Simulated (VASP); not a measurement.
# BePbBr6 (R-3m) in VASP: single point with PBEsol

Aim: the single point of BePbBr6 with PBEsol.

Program: VASP 6.6.1. These are calculated values, not measurements. Logs are shortened: lines on timing, memory, paths and dates and some standing lists are left out, and cuts for length are marked.

## (1) The cell of the first run

The structure is trigonal, space group R-3m (No. 166). Conventional cell: a = 9.005 Å, b = 9.005 Å, c = 11.520 Å, α = 90.00°, β = 90.00°, γ = 120.00°. Be (site symmetry -3m) has 6 Br at 2.83 Å within 3.7 Å. Pb (site symmetry -3m) has 6 Br at 2.98 Å within 3.9 Å. Within 3.7 Å of Br (site symmetry m) lie 1 Be at 2.83 Å and 2 Br at 2.84 Å and 1 Pb at 2.98 Å.

## (2) Single point, PBEsol

Contents of INCAR:

```
SYSTEM = BePbBr6
PREC = Accurate
ENCUT = 520
EDIFF = 1E-7
ISMEAR = -1
SIGMA = 0.03
LREAL = .False.
LASPH = .True.
NELM = 80
ALGO = Normal
ISIF = 2
LWAVE = .False.
LCHARG = .False.
GGA = PS
NBANDS = 39
```

Contents of KPOINTS:

```
Automatic mesh
0
Gamma
  4 4 4
  0 0 0
```

Contents of POSCAR:

```
BePbBr6
1.0
    4.5026470097      2.5996044611      3.8399859623
   -4.5026470097      2.5996044611      3.8399859623
    0.0000000000     -5.1992089282      3.8399859582
Be Pb Br
1 1 6
Direct
    0.5000000000      0.5000000000      0.5000000000
    0.0000000000      0.0000000000      0.0000000000
    0.8527586578      0.3085606011      0.3085606011
    0.3085606011      0.8527586578      0.3085606011
    0.3085606011      0.3085606011      0.8527586578
    0.1472413422      0.6914393989      0.6914393989
    0.6914393989      0.1472413422      0.6914393989
    0.6914393989      0.6914393989      0.1472413422
```

Potentials or basis: VASP PAW PBE potentials, release 64 (Be, Pb_d, Br).

Started as:

```bash
$ cat potpaw_PBE.64/Be/POTCAR potpaw_PBE.64/Pb_d/POTCAR potpaw_PBE.64/Br/POTCAR > POTCAR
$ mpirun -np 1 vasp_std > vasp.out
```

OUTCAR:

```text
SYSTEM = BePbBr6
   PREC = Accurate
   ENCUT = 520
   EDIFF = 1E-7
   ISMEAR = -1
   LREAL = .False.
   LASPH = .True.
   NELM = 80
   ISIF = 2
   GGA = PS

 ion  position               nearest neighbor table
   1  0.500  0.500  0.500-
   2  0.000  0.000  0.000-   3 2.98   4 2.98   6 2.98   7 2.98   5 2.98   8 2.98
   3  0.853  0.309  0.309-   2 2.98
   4  0.309  0.853  0.309-   2 2.98
   5  0.309  0.309  0.853-   2 2.98
   6  0.147  0.691  0.691-   2 2.98
   7  0.691  0.147  0.691-   2 2.98
   8  0.691  0.691  0.147-   2 2.98

  LATTYP: Found a trigonal (rhomboedric) cell.
 ALAT       =     6.4635335258
 COS(alpha) =     0.0294324062

  Lattice vectors:

 A1 = (   4.5026470097,   2.5996044611,   3.8399859623)
 A2 = (  -4.5026470097,   2.5996044611,   3.8399859623)
 A3 = (   0.0000000000,  -5.1992089282,   3.8399859582)

Analysis of symmetry for initial positions (statically):
=====================================================================
 Subroutine PRICEL returns:
 Original cell was already a primitive cell.

 Routine SETGRP: Setting up the symmetry group for a
 trigonal (rhombohedral) supercell.

 Subroutine GETGRP returns: Found 12 space group operations
 (whereof 12 operations were pure point group operations)
 out of a pool of 12 trial point group operations.

The static configuration has the point symmetry D_3d.

Analysis of symmetry for dynamics (positions and initial velocities):
=====================================================================
 Subroutine PRICEL returns:
 Original cell was already a primitive cell.

 Routine SETGRP: Setting up the symmetry group for a
 trigonal (rhombohedral) supercell.

 Subroutine GETGRP returns: Found 12 space group operations
 (whereof 12 operations were pure point group operations)
 out of a pool of 12 trial point group operations.

The dynamic configuration has the point symmetry D_3d.

 Subroutine INISYM returns: Found 12 space group operations
 (whereof 12 operations are pure point group operations),
 and found     1 'primitive' translations

----------------------------------------------------------------------------------------

                                     Primitive cell

  volume of cell :     269.6845

  direct lattice vectors                    reciprocal lattice vectors
     4.502647010  2.599604461  3.839985962     0.111045791  0.064112317  0.086805873
    -4.502647010  2.599604461  3.839985962    -0.111045791  0.064112317  0.086805873
     0.000000000 -5.199208928  3.839985958     0.000000000 -0.128224635  0.086805873

  length of vectors
     6.463533526  6.463533526  6.463533526     0.154844492  0.154844492  0.154844492

  position of ions in fractional coordinates (direct lattice)
     0.500000000  0.500000000  0.500000000
     0.000000000  0.000000000  0.000000000
     0.852758658  0.308560601  0.308560601
     0.308560601  0.852758658  0.308560601
     0.308560601  0.308560601  0.852758658
     0.147241342  0.691439399  0.691439399
     0.691439399  0.147241342  0.691439399
     0.691439399  0.691439399  0.147241342

  ion indices of the primitive-cell ions
   primitive index   ion index
                 1           1
                 2           2
                 3           3
                 4           4
                 5           5
                 6           6
                 7           7
                 8           8

----------------------------------------------------------------------------------------

 KPOINTS: Automatic mesh

Automatic generation of k-mesh.
 Grid dimensions read from file:
 generate k-points for:    4    4    4

 Generating k-lattice:

  Cartesian coordinates                     Fractional coordinates (reciprocal lattice)
     0.027761448  0.016028079  0.021701468     0.250000000  0.000000000  0.000000000
    -0.027761448  0.016028079  0.021701468     0.000000000  0.250000000  0.000000000
     0.000000000 -0.032056159  0.021701468    -0.000000000 -0.000000000  0.250000000

  Length of vectors
     0.038711123  0.038711123  0.038711123

  Shift w.r.t. Gamma in fractional coordinates (k-lattice)
     0.000000000  0.000000000  0.000000000

 Subroutine IBZKPT returns following result:
 ===========================================

 Found     13 irreducible k-points:

 Following reciprocal coordinates:
            Coordinates               Weight
  0.000000  0.000000  0.000000      1.000000
  0.250000  0.000000  0.000000      6.000000
  0.500000  0.000000  0.000000      3.000000
  0.250000  0.250000  0.000000      6.000000
  0.500000  0.250000  0.000000     12.000000
 -0.250000  0.250000  0.000000      6.000000
  0.500000  0.500000  0.000000      3.000000
  0.250000  0.250000  0.250000      2.000000
  0.500000  0.250000  0.250000      6.000000
 -0.250000  0.250000  0.250000      6.000000
  0.500000  0.500000  0.250000      6.000000
 -0.250000  0.500000  0.250000      6.000000
  0.500000  0.500000  0.500000      1.000000
   k-points           NKPTS =     13   k-points in BZ     NKDIM =     13   number of bands    NBANDS=     39
   number of dos      NEDOS =    301   number of ions     NIONS =      8
   total plane-waves  NPLWV = 110592
   dimension x,y,z NGX =    48 NGY =   48 NGZ =   48
   dimension x,y,z NGXF=    96 NGYF=   96 NGZF=   96
   ions per type =               1   1   6
   NGX,Y,Z   is equivalent  to a cutoff of  12.35, 12.35, 12.35 a.u.
   NGXF,Y,Z  is equivalent  to a cutoff of  24.69, 24.69, 24.69 a.u.
 SYSTEM =  BePbBr6
   PREC   = accura    normal or accurate (medium, high low for compatibility)
   ISTART =      0    job   : 0-new  1-cont  2-samecut
   ICHARG =      2    charge: 1-file 2-atom 10-const
   ISPIN  =      1    spin polarized calculation?
   LNONCOLLINEAR =      F non collinear calculations
   LSORBIT =      F    spin-orbit coupling
   LASPH  =      T    aspherical Exc in radial PAW
   ENCUT  =  520.0 eV  38.22 Ry    6.18 a.u.  12.02 12.02 12.02*2*pi/ulx,y,z
   NELM   =     80;   NELMIN=  2; NELMDL= -5     # of ELM steps
   EDIFF  = 0.1E-06   stopping-criterion for ELM
   LREAL  =      F    real-space projection
   EDIFFG = 0.1E-05   stopping-criterion for IOM
   NSW    =      0    number of steps for IOM
   IBRION =     -1    ionic relax: 0-MD 1-quasi-New 2-CG
   NFREE  =      0    steps in history (QN), initial steepest desc. (CG)
   ISIF   =      2    stress and relaxation
   ISYM   =      2    0-nonsym 1-usesym 2-fastsym
   POTIM  = 0.5000    time-step for ionic-motion
   TEBEG  =    0.0;   TEEND  =   0.0 temperature during run
   PSTRESS=    0.0 pullay stress
   NELECT =      58.0000    total number of electrons
   NUPDOWN=      -1.0000    fix difference up-down
   EMIN   =  10.00;   EMAX   =-10.00  energy-range for DOS
   EFERMI =   0.00;   METHOD = LEGACY
   ISMEAR =    -1;   SIGMA  =   0.03  broadening in eV -4-tet -1-fermi 0-gaus
   EFERMI_NEDOS =   21; number of points for ismear=-14 and -15
   IALGO  =     38    algorithm
   IMIX   =      4    mixing-type and parameters
     AMIX     =   0.40;   BMIX     =  1.00
     AMIX_MAG =   1.60;   BMIX_MAG =  1.00
  volume/ion in A,a.u.               =      33.71       227.49
  Fermi-wavevector in a.u.,A,eV,Ry     =   0.980841  1.853522 13.089484  0.962050
  Thomas-Fermi vector in A             =   2.111802
   LORBIT       =      0    0 simple, 1 ext, 2 COOP (PROOUT), +10 PAW based schemes
   GGA     = PS    functional components
   LHFCALC =     F    Hartree Fock is set to
   AEXX    =    0.0000 exact exchange contribution
   IVDW    =     0    specifies the selected vdW correction
   LEPSILON=     F    determine dielectric tensor
   LRPA    =     F    only Hartree local field effects (RPA)
 non-spin polarized calculation
  energy-cutoff  :      520.00
  volume of cell :      269.68
 maximum number of plane-waves:      7284
   NGX = 25   NGY = 25   NGZ = 25

 number of electron      58.0000013 magnetization

 Free energy of the ion-electron system (eV)
  ---------------------------------------------------
  ext. energy  EPLUGINS =         0.00000000
  ---------------------------------------------------
  free energy    TOTEN  =       -18.75377524 eV

  energy without entropy =      -18.75373852  energy(sigma->0) =      -18.75375688

 E-fermi :   0.8099     XC(G=0):  -7.9122

 val. band max:        0.6216575463   @ k =   0.5000   0.5000   0.5000
 cond. band min:       0.9888632738   @ k =   0.5000   0.5000   0.5000
 fundamental gap:      0.3672057275
 Fermi energy:         0.8098518123

 k-point     1 :       0.0000    0.0000    0.0000
  band No.  band energies     occupation
      1     -15.6693      2.00000
      2     -15.6693      2.00000
      3     -15.5708      2.00000
      4     -15.5679      2.00000
      5     -15.5679      2.00000
      6     -14.5622      2.00000
[... 31 lines left out ...]
     38       5.8537      0.00000
     39       8.2751      0.00000

 k-point     2 :       0.2500    0.0000    0.0000
  band No.  band energies     occupation
      1     -15.6781      2.00000
      2     -15.6677      2.00000
      3     -15.5708      2.00000
      4     -15.5679      2.00000
      5     -15.5678      2.00000
      6     -14.5003      2.00000
[... 31 lines left out ...]
     38       6.3216      0.00000
     39       7.9039      0.00000

 k-point     3 :       0.5000    0.0000    0.0000
  band No.  band energies     occupation
      1     -15.6866      2.00000
      2     -15.6661      2.00000
      3     -15.5708      2.00000
      4     -15.5679      2.00000
      5     -15.5677      2.00000
      6     -14.4032      2.00000
[... 370 lines left out ...]
 k-point    12 :      -0.2500    0.5000    0.2500
  band No.  band energies     occupation
      1     -15.6914      2.00000
      2     -15.6766      2.00000
      3     -15.5708      2.00000
      4     -15.5678      2.00000
      5     -15.5676      2.00000
      6     -14.2810      2.00000
[... 31 lines left out ...]
     38       7.1859      0.00000
     39       7.3021      0.00000

 k-point    13 :       0.5000    0.5000    0.5000
  band No.  band energies     occupation
      1     -15.6882      2.00000
      2     -15.6882      2.00000
      3     -15.5708      2.00000
      4     -15.5676      2.00000
      5     -15.5676      2.00000
      6     -14.3730      2.00000
[... 31 lines left out ...]
     38       7.1575      0.00000
     39       7.1575      0.00000

------------------------ aborting loop because EDIFF is reached ----------------------------------------

  FORCE on cell =-STRESS in cart. coord.  units (eV):
  Direction    XX          YY          ZZ          XY          YZ          ZX
  --------------------------------------------------------------------------------------
  -------------------------------------------------------------------------------------
  Total        0.0289844      0.0289844     -0.0096104      0.0000000      0.0000000      0.0000000
  in kB        0.1721941      0.1721941     -0.0570949      0.0000000      0.0000000      0.0000000
  external PRESSURE =       0.0957644 kB  Pullay stress =       0.0000000 kB

 VOLUME and BASIS-vectors are now :
 -----------------------------------------------------------------------------
  energy-cutoff  :      520.00
  volume of cell :      269.68
      direct lattice vectors                 reciprocal lattice vectors
     4.502647010  2.599604461  3.839985962     0.111045791  0.064112317  0.086805873
    -4.502647010  2.599604461  3.839985962    -0.111045791  0.064112317  0.086805873
     0.000000000 -5.199208928  3.839985958     0.000000000 -0.128224635  0.086805873

 POSITION                                       TOTAL-FORCE (eV/Angst)
 -----------------------------------------------------------------------------------
      0.00000     -0.00000      5.75998         0.000000      0.000000      0.000000
      0.00000      0.00000      0.00000         0.000000      0.000000      0.000000
      2.45033      1.41470      5.64432         0.002544      0.001469      0.000254
     -2.45033      1.41470      5.64432        -0.002544      0.001469      0.000254
      0.00000     -2.82940      5.64432         0.000000     -0.002938      0.000254
     -2.45033     -1.41470      5.87564        -0.002544     -0.001469     -0.000254
      2.45033     -1.41470      5.87564         0.002544     -0.001469     -0.000254
      0.00000      2.82940      5.87564         0.000000      0.002938     -0.000254
 -----------------------------------------------------------------------------------
    total drift:                               -0.000000      0.000000      0.000000

  FREE ENERGIE OF THE ION-ELECTRON SYSTEM (eV)
  ---------------------------------------------------
  free  energy   TOTEN  =       -18.7537752450 eV

  energy  without entropy=      -18.7537385185  energy(sigma->0) =      -18.75375688
```

It took 2.3 min on 1 thread of Intel Xeon Platinum 8488C (Sapphire Rapids), shared host; peak memory 0.38 GiB.

What came out:

```yaml
Free_energy: -18.7538 eV
Pressure: 0.0 GPa
Band_gap_on_the_k_mesh: 0.37 eV
```

Forces in eV/Å, atoms in the order of the input:
```
Be   0.000  0.000  0.000
Pb   0.000  0.000  0.000
Br   0.003  0.001  0.000
Br  -0.003  0.001  0.000
Br   0.000 -0.003  0.000
Br  -0.003 -0.001  0.000
Br   0.003 -0.001  0.000
Br   0.000  0.003  0.000
```

Caveat: the PAW data sets were made with another functional, which shifts forces and pressure a little; spin-orbit coupling is left out, which moves the levels of the heavy elements. A k mesh can miss the band edges.
